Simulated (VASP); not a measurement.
Set up this calculation in VASP 6.6.1, as the native input.

```yaml
Task: single point
Functional: PBE
Potentials_or_basis: VASP PAW PBE potentials, release 64 (Rh_pv)
Cutoff: 520 eV
k_mesh: 18 × 18 × 10
Occupations: gaussian, width 0.1 eV
Spin: no spin polarisation
Dipole_correction: no
Further_INCAR_settings: ALGO = Fast; EDIFF = 1e-07; NBANDS = 22
```

The structure of Rh lies in POSCAR:

```
Rh
1.0
    2.7801091975      0.0000000000      0.0000000000
   -1.3900545987      2.4076451903      0.0000000000
    0.0000000000      0.0000000000      4.4647995740
Rh
2
Direct
    0.6666666667      0.3333333333      0.7500000000
    0.3333333333      0.6666666667      0.2500000000
```

This isn't the form of Rh at room conditions, which is fcc.

One way to write it, as run:

INCAR

```
SYSTEM = Rh
PREC = Accurate
ENCUT = 520
EDIFF = 1E-7
ISMEAR = 0
SIGMA = 0.1
LREAL = .False.
LASPH = .True.
NELM = 100
ALGO = Fast
ISIF = 2
LWAVE = .False.
LCHARG = .True.
GGA = PE
LELF = .True.
LVHAR = .True.
NBANDS = 22
```

KPOINTS

```
regular mesh
0
Gamma
  18 18 10
  0 0 0
```

Potentials or basis: VASP PAW PBE potentials, release 64 (Rh_pv).

The run is started by

```sh
$ cat potpaw_PBE.64/Rh_pv/POTCAR > POTCAR
$ mpirun -np 1 vasp_std > vasp.out
```

It gave:

```json
{
 "Pressure": "-12.7 GPa",
 "Band gap on the k mesh": "zero (bands 15 and 16 overlap by 2.10 eV)"
}
```

Caveat: the cell stands under tension.

Wall time 4.1 min on 1 thread of Intel Xeon 8259CL, on a shared host, peak memory 0.24 GiB.
